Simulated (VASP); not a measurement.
# Ge (Pm-3m) in VASP: further runs

Runs on Ge. Level: RPBE. Tasks: single point, relaxation of cell and atoms.

Program: VASP 6.6.1. These are calculated values, not measurements. Logs are shortened: lines on timing, memory, paths and dates and some standing lists are left out, and cuts for length are marked.

## (1) The cell of the first run

It takes space group Pm-3m (No. 221, cubic). The conventional cell has a = 2.842 Å, b = 2.842 Å, c = 2.842 Å, α = 90.00°, β = 90.00°, γ = 90.00°. Ge (site symmetry m-3m) has 6 Ge at 2.84 Å within 3.7 Å.

## (2) Single point, RPBE (volume scaled by 1.12)

The input, INCAR:

```
SYSTEM = Ge
PREC = Accurate
ENCUT = 520
EDIFF = 1E-6
ISMEAR = -1
SIGMA = 0.1
LREAL = .False.
LASPH = .True.
NELM = 100
ALGO = Normal
ISIF = 2
LWAVE = .False.
LCHARG = .False.
GGA = RP
NBANDS = 13
```

The input, KPOINTS:

```
regular mesh
0
Gamma
  13 13 13
  0 0 0
```

The input, POSCAR:

```
Ge
1.0
    2.8419079069      0.0000000000      0.0000000000
    0.0000000000      2.8419079069      0.0000000000
    0.0000000000      0.0000000000      2.8419079069
Ge
1
Direct
    0.0000000000      0.0000000000      0.0000000000
```

Potentials or basis: VASP PAW PBE potentials, release 64 (Ge_d).

On the command line:

```console
$ cat potpaw_PBE.64/Ge_d/POTCAR > POTCAR
$ mpirun -np 1 vasp_std > vasp.out
```

OUTCAR:

```text
SYSTEM = Ge
   PREC = Accurate
   ENCUT = 520
   EDIFF = 1E-6
   ISMEAR = -1
   LREAL = .False.
   LASPH = .True.
   NELM = 100
   ISIF = 2
   GGA = RP

 ion  position               nearest neighbor table
   1  0.000  0.000  0.000-

  LATTYP: Found a simple cubic cell.
 ALAT       =     2.8419079069

  Lattice vectors:

 A1 = (   2.8419079069,   0.0000000000,   0.0000000000)
 A2 = (   0.0000000000,   2.8419079069,   0.0000000000)
 A3 = (   0.0000000000,   0.0000000000,   2.8419079069)

Analysis of symmetry for initial positions (statically):
=====================================================================
 Subroutine PRICEL returns:
 Original cell was already a primitive cell.

 Routine SETGRP: Setting up the symmetry group for a
 simple cubic supercell.

 Subroutine GETGRP returns: Found 48 space group operations
 (whereof 48 operations were pure point group operations)
 out of a pool of 48 trial point group operations.

The static configuration has the point symmetry O_h .

Analysis of symmetry for dynamics (positions and initial velocities):
=====================================================================
 Subroutine PRICEL returns:
 Original cell was already a primitive cell.

 Routine SETGRP: Setting up the symmetry group for a
 simple cubic supercell.

 Subroutine GETGRP returns: Found 48 space group operations
 (whereof 48 operations were pure point group operations)
 out of a pool of 48 trial point group operations.

The dynamic configuration has the point symmetry O_h .

 Subroutine INISYM returns: Found 48 space group operations
 (whereof 48 operations are pure point group operations),
 and found     1 'primitive' translations

----------------------------------------------------------------------------------------

                                     Primitive cell

  volume of cell :      22.9525

  direct lattice vectors                    reciprocal lattice vectors
     2.841907907  0.000000000  0.000000000     0.351876286  0.000000000  0.000000000
     0.000000000  2.841907907  0.000000000     0.000000000  0.351876286  0.000000000
     0.000000000  0.000000000  2.841907907     0.000000000  0.000000000  0.351876286

  length of vectors
     2.841907907  2.841907907  2.841907907     0.351876286  0.351876286  0.351876286

  position of ions in fractional coordinates (direct lattice)
     0.000000000  0.000000000  0.000000000

  ion indices of the primitive-cell ions
[... 75 lines left out ...]
   LREAL  =      F    real-space projection
   EDIFFG = 0.1E-04   stopping-criterion for IOM
   NSW    =      0    number of steps for IOM
   IBRION =     -1    ionic relax: 0-MD 1-quasi-New 2-CG
   NFREE  =      0    steps in history (QN), initial steepest desc. (CG)
   ISIF   =      2    stress and relaxation
   ISYM   =      2    0-nonsym 1-usesym 2-fastsym
   POTIM  = 0.5000    time-step for ionic-motion
   TEBEG  =    0.0;   TEEND  =   0.0 temperature during run
   PSTRESS=    0.0 pullay stress
   NELECT =      14.0000    total number of electrons
   NUPDOWN=      -1.0000    fix difference up-down
   EMIN   =  10.00;   EMAX   =-10.00  energy-range for DOS
   EFERMI =   0.00;   METHOD = LEGACY
   ISMEAR =    -1;   SIGMA  =   0.10  broadening in eV -4-tet -1-fermi 0-gaus
   EFERMI_NEDOS =   21; number of points for ismear=-14 and -15
   IALGO  =     38    algorithm
   IMIX   =      4    mixing-type and parameters
     AMIX     =   0.40;   BMIX     =  1.00
     AMIX_MAG =   1.60;   BMIX_MAG =  1.00
  volume/ion in A,a.u.               =      22.95       154.89
  Fermi-wavevector in a.u.,A,eV,Ry     =   1.388377  2.623653 26.226475  1.927592
  Thomas-Fermi vector in A             =   2.512509
   LORBIT       =      0    0 simple, 1 ext, 2 COOP (PROOUT), +10 PAW based schemes
   GGA     = RP    functional components
   LHFCALC =     F    Hartree Fock is set to
   AEXX    =    0.0000 exact exchange contribution
   IVDW    =     0    specifies the selected vdW correction
   LEPSILON=     F    determine dielectric tensor
   LRPA    =     F    only Hartree local field effects (RPA)
 non-spin polarized calculation
  energy-cutoff  :      520.00
  volume of cell :       22.95
 maximum number of plane-waves:       635
 NGX is ok and might be reduce to    24
   NGX = 11   NGY = 11   NGZ = 11

 number of electron      13.9999981 magnetization

 Free energy of the ion-electron system (eV)
  ---------------------------------------------------
  ext. energy  EPLUGINS =         0.00000000
  ---------------------------------------------------
  free energy    TOTEN  =        -3.87263847 eV

  energy without entropy =       -3.85647250  energy(sigma->0) =       -3.86455548

 E-fermi :   4.7081     XC(G=0): -10.1149

 val. band max:        4.7016901138   @ k =   0.3077   0.3077   0.0769
 cond. band min:       4.7791717510   @ k =   0.2308   0.0000   0.0000
 fundamental gap:      0.0774816372
 Fermi energy:         4.7081144342

 k-point     1 :       0.0000    0.0000    0.0000
  band No.  band energies     occupation
      1     -19.9879      2.00000
      2     -19.9879      2.00000
      3     -19.8305      2.00000
      4     -19.8305      2.00000
      5     -19.8305      2.00000
      6      -7.0100      2.00000
      7      10.5320      0.00000
      8      10.5320      0.00000
      9      10.5320      0.00000
     10      14.1191      0.00000
     11      14.1191      0.00000
     12      15.7396      0.00000
     13      30.8264      0.00000
[... 354 lines left out ...]
  band No.  band energies     occupation
      1     -19.9337      2.00000
      2     -19.9029      2.00000
      3     -19.8631      2.00000
      4     -19.8544      2.00000
      5     -19.8271      2.00000
      6      -3.0872      2.00000
      7       2.6180      2.00000
      8       4.9995      0.10296
      9      11.6538      0.00000
     10      13.7651      0.00000
     11      18.7757      0.00000
     12      22.2436      0.00000
     13      22.8223      0.00000

 [... further k-points ...]
[... 5 lines left out ...]
  --------------------------------------------------------------------------------------
  -------------------------------------------------------------------------------------
  Total       -0.8117451     -0.8117451     -0.8117451     -0.0000000      0.0000000     -0.0000000
  in kB      -56.6630899    -56.6630899    -56.6630899     -0.0000000      0.0000000     -0.0000000
  external PRESSURE =     -56.6630899 kB  Pullay stress =       0.0000000 kB

 VOLUME and BASIS-vectors are now :
 -----------------------------------------------------------------------------
  energy-cutoff  :      520.00
  volume of cell :       22.95
      direct lattice vectors                 reciprocal lattice vectors
     2.841907907  0.000000000  0.000000000     0.351876286  0.000000000  0.000000000
     0.000000000  2.841907907  0.000000000     0.000000000  0.351876286  0.000000000
     0.000000000  0.000000000  2.841907907     0.000000000  0.000000000  0.351876286

 POSITION                                       TOTAL-FORCE (eV/Angst)
 -----------------------------------------------------------------------------------
      0.00000      0.00000      0.00000         0.000000      0.000000      0.000000
 -----------------------------------------------------------------------------------
    total drift:                               -0.000000      0.000000     -0.000000

  FREE ENERGIE OF THE ION-ELECTRON SYSTEM (eV)
  ---------------------------------------------------
  free  energy   TOTEN  =        -3.8726384688 eV

  energy  without entropy=       -3.8564725002  energy(sigma->0) =       -3.86455548
```

Run time: 32 s. Hardware: 1 thread of AMD EPYC 7R13, shared host; peak memory 0.12 GiB.

What came out:

| Property | Result |
| --- | --- |
| Free energy | -3.8726 eV |
| Pressure | -5.7 GPa |
| Band gap on the k mesh | zero (band 7 reaches 10.53 eV, above the bottom of band 8 at 2.71 eV) |

Levels at points of the mesh, in eV from the Fermi level:
```tsv
k point	band 5	band 6	band 7	band 8	band 9	band 10
(0.00, 0.00, 0.00)	-24.54	-11.72	5.82	5.82	5.82	9.41
```

Caveat: the cell differs from its parent crystal (volume scaled by 1.12); the PAW data sets were made with another functional, which shifts forces and pressure a little.

## (3) Relaxation of cell and atoms, RPBE

This run uses another cell than the first one, of 20.78 Å³/atom, 0.905 times its volume.

The input, INCAR:

```
  PREC = Accurate
  ENCUT = 600
  EDIFF = 1E-7
  ISMEAR = -1
  SIGMA = 0.1
  LREAL = F
  LASPH = T
  NELM = 80
  ALGO = Normal
  ISIF = 3
  LWAVE = F
  LCHARG = F
  GGA = RP
  IBRION = 2
  NSW = 80
  EDIFFG = -0.01
```

The input, KPOINTS:

```
regular mesh
0
Gamma
  11 11 11
```

The input, POSCAR:

```
Ge
1.0
    2.7491475330      0.0000000000      0.0000000000
    0.0000000000      2.7491475330      0.0000000000
    0.0000000000      0.0000000000      2.7491475330
Ge
1
Direct
    0.0000000000      0.0000000000      0.0000000000
```

Potentials or basis: VASP PAW PBE potentials, release 64 (Ge_d).

On the command line:

```console
$ cat potpaw_PBE.64/Ge_d/POTCAR > POTCAR
$ mpirun -np 1 vasp_std > vasp.out
```

It took 37 s on 1 thread of AMD EPYC 7R13, shared host; peak memory 0.12 GiB.

The run converged. Its results:

```yaml
Free_energy: -3.9040 eV
Relaxed_volume: 20.49 Å³/atom
Relaxed_cell: a = 2.736 Å, b = 2.736 Å, c = 2.736 Å, α = 90.00°, β = 90.00°, γ = 90.00°
Space_group_after_relaxing_to_0.05_Å: Pm-3m (No. 221)
Energy_gained_by_relaxing: 0.6 meV/atom
Ionic_steps: 2
Pressure_after_relaxing: 0.0 GPa
Band_gap_on_the_k_mesh: zero (band 7 reaches 12.20 eV, above the bottom of band 8 at 3.63 eV)
```

Step by step:
| step | energy change (eV) | largest force (eV/Å) | pressure (GPa) | volume (Å³) |
| --- | --- | --- | --- | --- |
| 1 | 0.0000 | 0.0000 | -0.75 | 20.78 |
| 2 | -0.0006 | 0.0000 | 0.01 | 20.49 |

Final structure:
```yaml
crystal:
  lattice:
    - [2.73628, 0.00000, 0.00000]
    - [0.00000, 2.73628, 0.00000]
    - [0.00000, 0.00000, 2.73628]
  atoms:
    - { symbol: Ge, position: [0.00000, 0.00000, 0.00000] }
```

Levels at points of the mesh, in eV from the Fermi level:
```tsv
k point	band 3	band 4	band 5	band 6	band 7	band 8	band 9	band 10	band 11
(0.00, 0.00, 0.00)	-24.37	-24.37	-24.37	-12.38	6.58	6.58	6.58	9.97	9.97
```

Caveat: the PAW data sets were made with another functional, which shifts forces and pressure a little.

## (4) Single point, RPBE

This run uses another cell than the first one, of 20.49 Å³/atom, 0.893 times its volume.

The input, INCAR:

```
PREC = Accurate ; ENCUT = 520
EDIFF = 1E-6 ; ISMEAR = -1
SIGMA = 0.1 ; LREAL = False
LASPH = True ; NELM = 60
ALGO = Normal ; ISIF = 2
LWAVE = False ; LCHARG = False
GGA = RP ; NBANDS = 13
```

The input, KPOINTS:

```
regular mesh
0
Gamma
  19 19 19
```

The input, POSCAR:

```
Ge
1.0
    2.7365538132      0.0000000000      0.0000000000
    0.0000000000      2.7365538132      0.0000000000
    0.0000000000      0.0000000000      2.7365538132
Ge
1
Direct
    0.0000000000      0.0000000000      0.0000000000
```

On the command line:

```console
$ cat potpaw_PBE.64/Ge_d/POTCAR > POTCAR
$ mpirun -np 1 vasp_std > vasp.out
```

It took 55 s on 1 thread of AMD EPYC 7R13, shared host; peak memory 0.13 GiB.

The run converged. Its results:

```
Free energy            : -3.9138 eV
Pressure               : -0.3 GPa
Band gap on the k mesh : zero (band 7 reaches 12.20 eV, above the bottom of band 8 at 3.42 eV)
```

Levels at points of the mesh, in eV from the Fermi level:
```
           k point  band 3  band 4  band 5  band 6  band 7  band 8  band 9  band 10  band 11  band 12
(0.00, 0.00, 0.00)  -24.46  -24.46  -24.46  -12.47    6.48    6.48    6.48     9.87     9.87    12.22
```

Caveat: the PAW data sets were made with another functional, which shifts forces and pressure a little.

## (5) Summary

```csv
task,cell,k mesh,cutoff (eV),gap on the mesh (eV),pressure (GPa)
single point,"a = 2.842 Å, 1 atom",13 × 13 × 13,520,none,-5.7
relaxation of cell and atoms,"relaxed from a = 2.749 Å, 1 atom",11 × 11 × 11,600,none,0.0
single point,"a = 2.737 Å, 1 atom",19 × 19 × 19,520,none,-0.3
```

Alike in all rows: level RPBE; potentials or basis VASP PAW PBE potentials, release 64 (Ge_d); no spin polarisation; smearing fermi-dirac 0.1 eV.

Caveats: the PAW data sets were made with another functional, which shifts forces and pressure a little.

Absolute energies hang on the potentials; compare differences alone.
